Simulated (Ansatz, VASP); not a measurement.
**Bi2Te2O: VASP beside Ansatz**

```
Bi Te O
1.0
    -3.10083    3.10083    4.10296
     3.10083   -3.10083    4.10296
     3.10083    3.10083   -4.10296
Bi Te O
2 2 1
Cartesian
  0.0000 0.0000 6.4720
  0.0000 0.0000 1.7340
  0.0000 0.0000 4.1030
  3.1008 0.0000 2.0515
  0.0000 0.0000 0.0000
```

Alike in both runs: task relaxation of cell and atoms; functional PBE; k mesh 4 × 4 × 4; occupations gaussian, width 0.1 eV; no spin polarisation.

|  | VASP | Ansatz |
| --- | --- | --- |
| version | VASP 6.6.1 | Ansatz 0.2.0 |
| potentials or method | VASP PAW PBE potentials, release 64 (Bi_d, Te, O), cutoff 600 eV | scalar-relativistic, plane waves, PAW |
| valence electrons in the cell | 48 | 68 |

```tsv
	VASP	Ansatz	Ansatz less VASP
gap on the k mesh at the Fermi level, each at its own relaxed structure (eV)	none	none	-
relaxed volume (Å³/atom)	39.78	39.88	+0.103
relaxed cell length with the largest relative difference (Å)	6.783	6.790	+0.0077
```

A gap of «none» marks a metal or a gap that the smearing closes. VASP's potentials hold 48 valence electrons a cell and Ansatz's 68, so a difference there can come from the potentials and not from the codes.

Neither program's run includes spin-orbit coupling. Noted on VASP's run: the volume moved by over 15 % at a fixed basis, so the end points are rough.
